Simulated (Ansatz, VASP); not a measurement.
**One calculation of HfC, two programs**

```
Hf C
1.0
     0.00000    2.32500    2.32500
     2.32500    0.00000    2.32500
     2.32500    2.32500    0.00000
Hf C
1 1
Cartesian
  2.3250 2.3250 2.3250
  0.0000 0.0000 0.0000
```

Alike in both runs: task single point; functional PBE; k mesh 10 × 10 × 10; occupations gaussian, width 0.1 eV; collinear spin; fixed moment 1 μB.

|  | VASP | Ansatz |
| --- | --- | --- |
| version | VASP 6.6.1 | Ansatz 0.2.0 |
| potentials or method | VASP PAW PBE potentials, release 64 (Hf_pv, C), cutoff 520 eV | all-electron LAPW, inner shells corrected to Dirac's equation |

Ansatz gave:

| Quantity | Value |
| --- | --- |
| pressure (GPa) | 4.7 |
| size of the moment on the site where the two differ most (μB) | 0.37 |

Task: Estimate VASP's values.

Result: Pressure (GPa): 4.0; size of the moment on the site where the two differ most (μB): 0.28.

Site moments also hang on the region over which each program counts them. Ansatz ran all-electron here, and VASP with PAW potentials.

Neither program's run includes spin-orbit coupling.
